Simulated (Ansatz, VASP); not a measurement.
# Bi: VASP beside Ansatz

File INCAR:

```
SYSTEM = Bi
PREC     = Accurate       ! precision mode
ENCUT    = 520            ! plane-wave cutoff, eV
EDIFF    = 1E-6           ! SCF threshold, eV
ISMEAR   = -1             ! smearing method
SIGMA    = 0.05           ! smearing width, eV
LREAL    = .False.        ! projectors in reciprocal space
LASPH    = .True.         ! aspherical terms in the spheres
NELM     = 100            ! most SCF steps
ALGO     = Fast           ! electronic algorithm
ISIF     = 2              ! what is computed and relaxed
LWAVE    = .False.        ! write WAVECAR
LCHARG   = .False.        ! write CHGCAR
GGA      = PE             ! functional
NBANDS   = 22             ! bands
```

The input KPOINTS:

```
regular mesh
0
Gamma
  8 8 4
  0 0 0
```

The input POSCAR:

```
Bi
1.0
    3.2598230713      0.0000000000      0.0000000000
    0.0000000000      3.2429793280      0.0000000000
   -0.0809877086      0.0000000000      6.4865647921
Bi
2
Direct
    0.5442472500      0.0000000000      0.7495778900
    0.4557527500      0.0000000000      0.2504221100
```

Contents of input.yaml:

```yaml
crystal:
  lattice:
    - [3.2598230713, 0.0, 0.0]
    - [0.0, 3.242979328, 0.0]
    - [-0.0809877086, 0.0, 6.4865647921]
  atoms:
    - { symbol: Bi, position: [0.54424725, 0.0, 0.74957789] }
    - { symbol: Bi, position: [0.45575275, 0.0, 0.25042211] }
kpoints:
  mp_grid: { grid: [8, 8, 4] }
scf:
  occupations: { method: fermi_dirac, width: 0.05 }
hamiltonian:
  xc: pbe
  pseudopotentials: { kind: all_electron, lapw: { basis_error: 0.0005 } }
output:
  forces: true
  stress: true
  eigenvalues: true
```

Change from the starting cell: volume scaled by 1.02.

Alike in both runs: task single point; functional PBE; k mesh 8 × 8 × 4; occupations fermi-dirac, width 0.05 eV; no spin polarisation.

|  | VASP | Ansatz |
| --- | --- | --- |
| version | VASP 6.6.1 | Ansatz 0.2.0 |
| potentials or method | VASP PAW PBE potentials, release 64 (Bi_d), cutoff 520 eV | all-electron LAPW, scalar-relativistic |

|  | VASP | Ansatz | Ansatz less VASP |
| --- | --- | --- | --- |
| gap on the k mesh at the Fermi level (eV) | none | none | - |
| pressure (GPa) | 1.0 | 1.1 | +0.05 |
| traceless stress, the component that is largest in VASP (GPa) | 0.56 | 0.57 | +0.003 |
| rms of the force components (eV/Å) | 0.009 | 0.009 | -0.0001 |

Atom by atom the forces differ by 0.000 eV/Å (rms over components). A gap of «none» marks a metal or a gap that the smearing closes. Ansatz ran all-electron here, and VASP with PAW potentials.

Spin-orbit coupling is off throughout.
